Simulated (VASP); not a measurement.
# Hf (C2/m) in VASP: further runs, part 2 of 2

VASP 6.6.1. The steps go on from the part before.

## 3. Single point, revPBE

This run uses another cell than the first one, of 23.01 Å³/atom, 1.021 times its volume.

Input file INCAR:

```
ALGO     = Fast           # electronic algorithm
EDIFF    = 1E-7           # SCF threshold, eV
ENCUT    = 520            # plane-wave cutoff, eV
GGA      = RE             # functional
ISIF     = 2              # what is computed and relaxed
ISMEAR   = -1             # smearing method
LASPH    = True           # aspherical terms in the spheres
LCHARG   = False          # write CHGCAR
LREAL    = False          # projectors in reciprocal space
LWAVE    = False          # write WAVECAR
NBANDS   = 11             # bands
NELM     = 60             # most SCF steps
PREC     = Accurate       # precision mode
SIGMA    = 0.05           # smearing width, eV
```

Input file KPOINTS:

```
k-points
0
Gamma
  11 10 10
```

Input file POSCAR:

```
Hf
1.0
   -2.2355016224      1.6126123522      1.6058693078
    2.2610321270     -1.6307139680      1.5808320402
    2.2703231804      1.5740069757     -1.6244365663
Hf
1
Direct
    0.0000000000      0.0000000000      0.0000000000
```

Potentials or basis: VASP PAW PBE potentials, release 64 (Hf_pv).

Command:

```
$ cat potpaw_PBE.64/Hf_pv/POTCAR > POTCAR
$ mpirun -np 1 vasp_std > vasp.out
```

OUTCAR:

```text
EDIFF = 1E-7
   ENCUT = 520
   GGA = RE
   ISIF = 2
   ISMEAR = -1
   LASPH = True
   LREAL = False
   NELM = 60
   PREC = Accurate

 ion  position               nearest neighbor table
   1  0.000  0.000  0.000-

  LATTYP: Found a base centered monoclinic cell.
 ALAT       =     4.4810959008
 B/A-ratio  =     1.0114839579
 C/A-ratio  =     0.7103512413
 COS(beta)  =    -0.7023226872

  Lattice vectors:

 A1 = (  -0.0348215580,  -3.1866193279,   0.0185672585)
 A2 = (  -0.0255305046,   0.0181016158,  -3.1867013480)
 A3 = (   2.2958536850,   1.5559053599,   1.5622647817)

Analysis of symmetry for initial positions (statically):
=====================================================================
 Subroutine PRICEL returns:
 Original cell was already a primitive cell.

 Routine SETGRP: Setting up the symmetry group for a
 base centered monoclinic supercell.

 Subroutine GETGRP returns: Found  4 space group operations
 (whereof  4 operations were pure point group operations)
 out of a pool of  4 trial point group operations.

The static configuration has the point symmetry C_2h.

Analysis of symmetry for dynamics (positions and initial velocities):
=====================================================================
 Subroutine PRICEL returns:
 Original cell was already a primitive cell.

 Routine SETGRP: Setting up the symmetry group for a
 base centered monoclinic supercell.

 Subroutine GETGRP returns: Found  4 space group operations
 (whereof  4 operations were pure point group operations)
 out of a pool of  4 trial point group operations.

The dynamic configuration has the point symmetry C_2h.

 Subroutine INISYM returns: Found  4 space group operations
 (whereof  4 operations are pure point group operations),
 and found     1 'primitive' translations

----------------------------------------------------------------------------------------

                                     Primitive cell

  volume of cell :      23.0117

  direct lattice vectors                    reciprocal lattice vectors
    -2.235501622  1.612612352  1.605869308     0.006985610  0.315574398  0.315540727
     2.261032127 -1.630713968  1.580832040     0.223679098 -0.000626279  0.312008536
     2.270323180  1.574006976 -1.624436566     0.224580676  0.311357925 -0.000030620

  length of vectors
     3.190110082  3.204765867  3.204786960     0.446320457  0.383903709  0.383901339

  position of ions in fractional coordinates (direct lattice)
     0.000000000  0.000000000  0.000000000

  ion indices of the primitive-cell ions
   primitive index   ion index
                 1           1

----------------------------------------------------------------------------------------

 KPOINTS: k-points

Automatic generation of k-mesh.
 Grid dimensions read from file:
 generate k-points for:   11   10   10

 Generating k-lattice:

  Cartesian coordinates                     Fractional coordinates (reciprocal lattice)
     0.000635055  0.028688582  0.028685521     0.090909091  0.000000000 -0.000000000
     0.022367910 -0.000062628  0.031200854     0.000000000  0.100000000  0.000000000
     0.022458068  0.031135793 -0.000003062    -0.000000000  0.000000000  0.100000000

  Length of vectors
     0.040574587  0.038390371  0.038390134

  Shift w.r.t. Gamma in fractional coordinates (k-lattice)
     0.000000000  0.000000000  0.000000000

 Subroutine IBZKPT returns following result:
 ===========================================

 Found    306 irreducible k-points:

 Following reciprocal coordinates:
            Coordinates               Weight
  0.000000  0.000000  0.000000      1.000000
  0.090909  0.000000  0.000000      2.000000
  0.181818 -0.000000  0.000000      2.000000
  0.272727  0.000000  0.000000      2.000000
  0.363636  0.000000  0.000000      2.000000
  0.454545 -0.000000  0.000000      2.000000
[... 16 lines left out ...]
  0.454545  0.200000  0.000000      4.000000
 -0.454545  0.200000 -0.000000      4.000000
 [... further k-points ...]
   k-points           NKPTS =    306   k-points in BZ     NKDIM =    306   number of bands    NBANDS=     11
   number of dos      NEDOS =    301   number of ions     NIONS =      1
   total plane-waves  NPLWV =  13824
   dimension x,y,z NGX =    24 NGY =   24 NGZ =   24
   dimension x,y,z NGXF=    48 NGYF=   48 NGZF=   48
   ions per type =               1
   NGX,Y,Z   is equivalent  to a cutoff of  12.51, 12.45, 12.45 a.u.
   NGXF,Y,Z  is equivalent  to a cutoff of  25.01, 24.90, 24.90 a.u.
 SYSTEM =  unknown system
   PREC   = accura    normal or accurate (medium, high low for compatibility)
   ISTART =      0    job   : 0-new  1-cont  2-samecut
   ICHARG =      2    charge: 1-file 2-atom 10-const
   ISPIN  =      1    spin polarized calculation?
   LNONCOLLINEAR =      F non collinear calculations
   LSORBIT =      F    spin-orbit coupling
   LASPH  =      T    aspherical Exc in radial PAW
   ENCUT  =  520.0 eV  38.22 Ry    6.18 a.u.   5.93  5.96  5.96*2*pi/ulx,y,z
   NELM   =     60;   NELMIN=  2; NELMDL= -5     # of ELM steps
   EDIFF  = 0.1E-06   stopping-criterion for ELM
   LREAL  =      F    real-space projection
   EDIFFG = 0.1E-05   stopping-criterion for IOM
   NSW    =      0    number of steps for IOM
   IBRION =     -1    ionic relax: 0-MD 1-quasi-New 2-CG
   NFREE  =      0    steps in history (QN), initial steepest desc. (CG)
   ISIF   =      2    stress and relaxation
   ISYM   =      2    0-nonsym 1-usesym 2-fastsym
   POTIM  = 0.5000    time-step for ionic-motion
   TEBEG  =    0.0;   TEEND  =   0.0 temperature during run
   PSTRESS=    0.0 pullay stress
   NELECT =      10.0000    total number of electrons
   NUPDOWN=      -1.0000    fix difference up-down
   EMIN   =  10.00;   EMAX   =-10.00  energy-range for DOS
   EFERMI =   0.00;   METHOD = LEGACY
   ISMEAR =    -1;   SIGMA  =   0.05  broadening in eV -4-tet -1-fermi 0-gaus
   EFERMI_NEDOS =   21; number of points for ismear=-14 and -15
   IALGO  =     68    algorithm
   IMIX   =      4    mixing-type and parameters
     AMIX     =   0.40;   BMIX     =  1.00
     AMIX_MAG =   1.60;   BMIX_MAG =  1.00
  volume/ion in A,a.u.               =      23.01       155.29
  Fermi-wavevector in a.u.,A,eV,Ry     =   1.240010  2.343280 20.920664  1.537625
  Thomas-Fermi vector in A             =   2.374469
   LORBIT       =      0    0 simple, 1 ext, 2 COOP (PROOUT), +10 PAW based schemes
   GGA     = RE    functional components
   LHFCALC =     F    Hartree Fock is set to
   AEXX    =    0.0000 exact exchange contribution
   IVDW    =     0    specifies the selected vdW correction
   LEPSILON=     F    determine dielectric tensor
   LRPA    =     F    only Hartree local field effects (RPA)
 non-spin polarized calculation
 RMM-DIIS sequential band-by-band and
  energy-cutoff  :      520.00
  volume of cell :       23.01
 maximum number of plane-waves:       636
   NGX = 11   NGY = 11   NGZ = 11

 number of electron      10.0000001 magnetization

 Free energy of the ion-electron system (eV)
  ---------------------------------------------------
  ext. energy  EPLUGINS =         0.00000000
  ---------------------------------------------------
  free energy    TOTEN  =        -9.52079510 eV

  energy without entropy =       -9.50886696  energy(sigma->0) =       -9.51483103

 E-fermi :   4.6255     XC(G=0): -11.1122

 val. band max:        4.6199712690   @ k =   0.2727   0.4000   0.2000
 cond. band min:       4.6293541850   @ k =  -0.2727   0.3000  -0.0000
 fundamental gap:      0.0093829160
 Fermi energy:         4.6254817239

 k-point     1 :       0.0000    0.0000    0.0000
  band No.  band energies     occupation
      1     -25.5262      2.00000
      2     -25.5252      2.00000
      3     -25.5242      2.00000
      4      -2.4921      2.00000
      5       5.9869      0.00000
      6       5.9871      0.00000
      7       6.1152      0.00000
      8       8.6387      0.00000
      9       8.8187      0.00000
     10      15.8035      0.00000
     11      19.4712      0.00000
[... 309 lines left out ...]
 k-point    24 :      -0.4545    0.2000   -0.0000
  band No.  band energies     occupation
      1     -26.1139      2.00000
      2     -25.7845      2.00000
      3     -25.7188      2.00000
      4       1.8432      2.00000
      5       3.4512      2.00000
      6       5.0961      0.00016
      7       7.7243      0.00000
      8      10.4416      0.00000
      9      10.9409      0.00000
     10      14.1525      0.00000
     11      18.1476      0.00000

 [... further k-points ...]

------------------------ aborting loop because EDIFF is reached ----------------------------------------

  FORCE on cell =-STRESS in cart. coord.  units (eV):
  Direction    XX          YY          ZZ          XY          YZ          ZX
  --------------------------------------------------------------------------------------
  -------------------------------------------------------------------------------------
  Total       -0.0673365     -0.0696588     -0.0696660     -0.0012669      0.0008395     -0.0012555
  in kB       -4.6882652     -4.8499588     -4.8504611     -0.0882048      0.0584522     -0.0874113
  external PRESSURE =      -4.7962284 kB  Pullay stress =       0.0000000 kB

 VOLUME and BASIS-vectors are now :
 -----------------------------------------------------------------------------
  energy-cutoff  :      520.00
  volume of cell :       23.01
      direct lattice vectors                 reciprocal lattice vectors
    -2.235501622  1.612612352  1.605869308     0.006985610  0.315574398  0.315540727
     2.261032127 -1.630713968  1.580832040     0.223679098 -0.000626279  0.312008536
     2.270323180  1.574006976 -1.624436566     0.224580676  0.311357925 -0.000030620

 POSITION                                       TOTAL-FORCE (eV/Angst)
 -----------------------------------------------------------------------------------
      0.00000      0.00000      0.00000         0.000000     -0.000000      0.000000
 -----------------------------------------------------------------------------------
    total drift:                                0.000000      0.000000      0.000000

  FREE ENERGIE OF THE ION-ELECTRON SYSTEM (eV)
  ---------------------------------------------------
  free  energy   TOTEN  =        -9.5207950992 eV

  energy  without entropy=       -9.5088669581  energy(sigma->0) =       -9.51483103
```

Wall time 21 s (1 thread of Intel Xeon 6975P-C (Granite Rapids), shared host); peak memory 0.19 GiB.

Results:

| Property | Result |
| --- | --- |
| Free energy | -9.5208 eV |
| Pressure | -0.5 GPa |
| Band gap on the k mesh | zero (band 5 reaches 5.99 eV, above the bottom of band 6 at 4.01 eV) |

Caveat: the PAW data sets were made with another functional, which shifts forces and pressure a little; spin-orbit coupling is left out, which moves the levels of the heavy elements.

## 4. Single point, BLYP

This run uses another cell than the first one, of 23.12 Å³/atom, 1.026 times its volume.

Input file INCAR:

```
SYSTEM = Hf
AGGAC = 1.0
AGGAX = 1.0
ALDAC = 0.0
ALDAX = 1.0
ALGO = Normal
EDIFF = 1E-6
ENCUT = 520
GGA = B5
ISIF = 2
ISMEAR = -1
LASPH = .True.
LCHARG = .False.
LREAL = .False.
LWAVE = .False.
NBANDS = 11
NELM = 60
PREC = Accurate
SIGMA = 0.05
```

Input file KPOINTS:

```
k-points
0
Gamma
  11 10 10
  0 0 0
```

Input file POSCAR:

```
Hf
1.0
   -2.2387410132      1.6151343126      1.6083641656
    2.2645516107     -1.6332884898      1.5835868091
    2.2738331413      1.5767475039     -1.6269795860
Hf
1
Direct
    0.0000000000      0.0000000000      0.0000000000
```

Command:

```
$ cat potpaw_PBE.64/Hf_pv/POTCAR > POTCAR
$ mpirun -np 1 vasp_std > vasp.out
```

It took 17 s on 1 thread of Intel Xeon 6975P-C (Granite Rapids), shared host; peak memory 0.2 GiB.

It converged, with:

```yaml
Free_energy: -8.5587 eV
Pressure: 0.0 GPa
Band_gap_on_the_k_mesh: zero (band 5 reaches 6.27 eV, above the bottom of band 6 at 4.42 eV)
```

Levels at points of the mesh, in eV from the Fermi level:
```tsv
k point	band 2	band 3	band 4	band 5	band 6	band 7	band 8	band 9
(0.00, 0.00, 0.00)	-30.06	-30.06	-6.98	1.22	1.23	1.35	3.80	3.97
(0.00, 0.50, 0.00)	-30.17	-30.16	-3.53	0.70	1.01	1.13	5.84	5.93
(0.00, 0.50, 0.50)	-30.34	-30.32	-3.10	-2.07	2.47	5.89	6.40	6.53
```

Caveat: the PAW data sets were made with another functional, which shifts forces and pressure a little; spin-orbit coupling is left out, which moves the levels of the heavy elements.

## 5. Single point, r2SCAN

This run uses another cell than the first one, of 22.44 Å³/atom, 0.996 times its volume.

Input file POSCAR:

```
Hf
1.0
   -2.2153911817      1.5982105720      1.5915455451
    2.2424553402     -1.6159590843      1.5683769468
    2.2517070473      1.5615985489     -1.6097201611
Hf
1
Direct
    0.0000000000      0.0000000000      0.0000000000
```

Input file INCAR.step1:

```
SYSTEM = Hf
PREC     = Accurate       ! precision mode
ENCUT    = 520            ! plane-wave cutoff, eV
ISMEAR   = -1             ! smearing method
SIGMA    = 0.05           ! smearing width, eV
LREAL    = .FALSE.        ! projectors in reciprocal space
LASPH    = .TRUE.         ! aspherical terms in the spheres
NELM     = 100            ! most SCF steps
NBANDS   = 11             ! bands
GGA      = PE             ! functional
ALGO     = Normal         ! electronic algorithm
EDIFF    = 1E-4           ! SCF threshold, eV
LWAVE    = .TRUE.         ! write WAVECAR
LCHARG   = .FALSE.        ! write CHGCAR
```

Input file INCAR.step2:

```
SYSTEM = Hf
PREC     = Accurate       ! precision mode
ENCUT    = 520            ! plane-wave cutoff, eV
EDIFF    = 1E-7           ! SCF threshold, eV
ISMEAR   = -1             ! smearing method
SIGMA    = 0.05           ! smearing width, eV
LREAL    = .FALSE.        ! projectors in reciprocal space
LASPH    = .TRUE.         ! aspherical terms in the spheres
NELM     = 100            ! most SCF steps
ALGO     = Normal         ! electronic algorithm
ISIF     = 2              ! what is computed and relaxed
LWAVE    = .FALSE.        ! write WAVECAR
LCHARG   = .FALSE.        ! write CHGCAR
METAGGA  = R2SCAN         ! meta-GGA
LMIXTAU  = .TRUE.       
NBANDS   = 11             ! bands
ISTART   = 1
```

Input file KPOINTS:

```
regular mesh
0
G
  11 10 10
  0 0 0
```

Command:

```
$ cat potpaw_PBE.64/Hf_pv/POTCAR > POTCAR
$ cp INCAR.step1 INCAR
$ mpirun -np 1 vasp_std > vasp.out
$ cp INCAR.step2 INCAR
$ mpirun -np 1 vasp_std > vasp.out
```

Wall time 64 s (1 thread of Intel Xeon 6975P-C (Granite Rapids), shared host); peak memory 0.2 GiB.

Results (log left out):

```yaml
Free_energy: -45.0710 eV
Pressure: -0.5 GPa
Band_gap_on_the_k_mesh: zero (band 5 reaches 6.14 eV, above the bottom of band 6 at 3.97 eV)
```

Levels at points of the mesh, in eV from the Fermi level:
| k point | band 3 | band 4 | band 5 | band 6 | band 7 | band 8 |
| --- | --- | --- | --- | --- | --- | --- |
| (0.00, 0.00, 0.00) | -31.13 | -7.54 | 1.56 | 1.56 | 1.69 | 4.49 |
| (0.00, 0.50, 0.00) | -31.23 | -3.72 | 0.36 | 1.33 | 1.48 | 6.62 |
| (0.00, 0.50, 0.50) | -31.41 | -3.32 | -2.14 | 2.36 | 6.74 | 7.17 |

Caveat: the PAW data sets were made with another functional, which shifts forces and pressure a little; spin-orbit coupling is left out, which moves the levels of the heavy elements.

## 6. The runs side by side

| level | cell | gap on the mesh (eV) | pressure (GPa) |
| --- | --- | --- | --- |
| PBE | a = 3.169, b = 3.184, c = 3.184 Å, angles 90.0, 120.2, 120.2°, 1 atom | none | -0.4 |
| revPBE | a = 3.190, b = 3.205, c = 3.205 Å, angles 90.0, 120.2, 120.2°, 1 atom | none | -0.5 |
| BLYP | a = 3.195, b = 3.210, c = 3.210 Å, angles 90.0, 120.2, 120.2°, 1 atom | none | 0.0 |
| r2SCAN | a = 3.162, b = 3.178, c = 3.178 Å, angles 90.0, 120.2, 120.2°, 1 atom | none | -0.5 |

Alike in all rows: task single point; potentials or basis VASP PAW PBE potentials, release 64 (Hf_pv); no spin polarisation; k mesh 11 × 10 × 10; cutoff (eV) 520; smearing fermi-dirac 0.05 eV.

Caveats: spin-orbit coupling is left out, which moves the levels of the heavy elements; the PAW data sets were made with another functional, which shifts forces and pressure a little (some runs).

Absolute energies hang on the potentials; compare differences alone.
